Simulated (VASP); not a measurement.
A run of VASP 6.6.1 is set up as follows.

The input INCAR:

```
PREC = Accurate
ENCUT = 520
EDIFF = 1E-7
ISMEAR = 0
SIGMA = 0.15
LREAL = F
LASPH = T
NELM = 80
ALGO = Normal
ISIF = 2
LWAVE = F
LCHARG = T
GGA = PS
LELF = T
LVHAR = T
NBANDS = 9
```

Contents of KPOINTS:

```
Automatic mesh
0
Gamma
  24 24 14
```

The input POSCAR:

```
Be
1.0
    2.1639142163      0.0000000000      0.0000000000
   -1.0819571082      1.8740046829      0.0000000000
    0.0000000000      0.0000000000      4.0662919637
Be
2
Direct
    0.3333333333      0.6666666667      0.2500000000
    0.6666666667      0.3333333333      0.7500000000
```

Potentials or basis: VASP PAW PBE potentials, release 64 (Be).

Run with:

```bash
$ cat potpaw_PBE.64/Be/POTCAR > POTCAR
$ mpirun -np 1 vasp_std > vasp.out
```

**Question.** Predict the band gap on the k mesh.

**Answer.** Zero (band 2 reaches 7.27 eV, above the bottom of band 3 at 4.91 eV).

**Question.** Estimate the pressure.

**Answer.** -0.3 GPa.

Stress tensor (GPa, compression positive):
```
  9.99   0.00   0.00
  0.00   9.99   0.00
  0.00   0.00 -20.96
```

Caveat: the PAW data sets were made with another functional, which shifts forces and pressure a little.
